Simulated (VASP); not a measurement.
The system is Cd.

```
CELL_PARAMETERS angstrom
2.97887 0.00000 0.00000
-1.48944 2.57978 0.00000
0.00000 0.00000 5.61765
ATOMIC_POSITIONS crystal
Cd 0.33333 0.66667 0.25000
Cd 0.66667 0.33333 0.75000
```

```yaml
Program: VASP 6.6.1
Task: relaxation of cell and atoms
Functional: LDA
Potentials_or_basis: VASP PAW LDA potentials, release 64 (Cd)
Cutoff: 600 eV
k_mesh: 10 × 10 × 5
Occupations: fermi-dirac, width 0.1 eV
Spin: no spin polarisation
```

At the start: pressure -4.1 GPa; volume 21.59 Å³/atom.

Question: How do energy, volume and symmetry change on relaxing?

Answer: Over 5 steps the energy falls by 20.0 meV/atom and the volume is 20.11 Å³/atom (-6.8 %); space group P6_3/mmc (No. 194, to 0.1 Å) before and after.

The path:
```
step  energy change (eV)  largest force (eV/Å)  pressure (GPa)  volume (Å³)
   1              0.0000                0.0000           -4.07        43.17
   2             -0.0352                0.0000            1.15        39.83
   3             -0.0375                0.0000           -0.03        40.44
   4             -0.0394                0.0000            0.00        40.32
   5             -0.0400                0.0000            0.04        40.21
```

Final structure:
```
Cd
1.0
     2.92375    0.00000    0.00000
    -1.46187    2.53204    0.00000
     0.00000    0.00000    5.43206
Cd
2
Cartesian
  0.0000 1.6880 1.3580
  1.4619 0.8440 4.0740
```
